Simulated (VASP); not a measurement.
Here is a VASP 6.6.1 calculation.

The input INCAR:

```
SYSTEM = SnO2
ALGO = Normal ; EDIFF = 1E-7
EDIFFG = -0.01 ; ENCUT = 600
GGA = PE ; IBRION = 2
ISIF = 4 ; ISMEAR = 0
LASPH = .True. ; LCHARG = .False.
LREAL = .False. ; LWAVE = .False.
NELM = 100 ; NSW = 50
PREC = Accurate ; SIGMA = 0.02
```

File KPOINTS:

```
k-points
0
Gamma
  6 6 6
  0 0 0
```

POSCAR

```
SnO2
1.0
   -3.2849008546      3.4893749024      3.4893777084
    3.2849008546     -3.4893749024      3.4893777084
    3.2849008546      3.4893749024     -3.4893777084
Sn O
4 8
Direct
    1.0000000000      0.2500000000      0.7500000000
    0.0000000000      0.7500000000      0.2500000000
    0.5000000000      0.5000000000      0.5000000000
    0.5000000000      0.0000000000      0.0000000000
    0.1926562006      0.1926562006      0.5000000000
    0.6926560848      0.7500000000      0.9426560848
    0.1926562006      0.6926562006      1.0000000000
    0.3073439152      0.7500000000      0.5573439152
    0.6926560848      0.2500000000      0.4426560848
    0.3073439152      0.2500000000      0.0573439152
    0.8073437994      0.3073437994      0.0000000000
    0.8073437994      0.8073437994      0.5000000000
```

Potentials or basis: VASP PAW PBE potentials, release 64 (Sn_d, O).

The run is started by

```bash
$ cat potpaw_PBE.64/Sn_d/POTCAR potpaw_PBE.64/O/POTCAR > POTCAR
$ mpirun -np 1 vasp_std > vasp.out
```

Estimate the band gap on the k mesh.

0.18 eV.

The path:
| step | energy change (eV) | largest force (eV/Å) | pressure (GPa) | volume (Å³) |
| --- | --- | --- | --- | --- |
| 1 | 0.0000 | 0.0882 | -8.44 | 159.98 |
| 2 | -0.0051 | 0.0200 | -8.12 | 159.98 |
| 3 | -0.0055 | 0.0092 | -7.97 | 159.98 |

Caveat: spin-orbit coupling is left out, which moves the levels of the heavy elements.
